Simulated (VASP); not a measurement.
The system is TiNi.

```
Ni Ti
1.0
     3.01000    0.00000    0.00000
     0.00000    3.01000    0.00000
     0.00000    0.00000    3.01000
Ni Ti
1 1
Direct
  0.00000 0.00000 0.00000
  0.50000 0.50000 0.50000
```

```yaml
Program: VASP 6.6.1
Task: relaxation of cell and atoms
Functional: r2SCAN
Potentials_or_basis: VASP PAW PBE potentials, release 64 (Ni, Ti_sv)
Cutoff: 600 eV
k_mesh: 16 × 16 × 16
Occupations: methfessel-paxton, width 0.1 eV
Spin: no spin polarisation
```

At the start: pressure -3.3 GPa; volume 13.64 Å³/atom.

Q: How do energy, volume and symmetry change on relaxing?

A: Over 3 steps the energy falls by 2.7 meV/atom and the volume is 13.37 Å³/atom (-1.9 %); space group Pm-3m (No. 221, to 0.05 Å).

The path:
| step | energy change (eV) | largest force (eV/Å) | pressure (GPa) | volume (Å³) |
| --- | --- | --- | --- | --- |
| 1 | 0.0000 | 0.0000 | -3.30 | 27.27 |
| 2 | 0.0013 | 0.0000 | 3.90 | 26.18 |
| 3 | -0.0054 | 0.0000 | 0.01 | 26.75 |

Final structure:
```xyz
2
Lattice="2.9906 0.0000 0.0000 0.0000 2.9906 0.0000 0.0000 0.0000 2.9906" Properties=species:S:1:pos:R:3 pbc="T T T"
Ni    0.0000    0.0000    0.0000
Ti    1.4953    1.4953    1.4953
```

Caveat: the PAW data sets were made with another functional, which shifts forces and pressure a little.
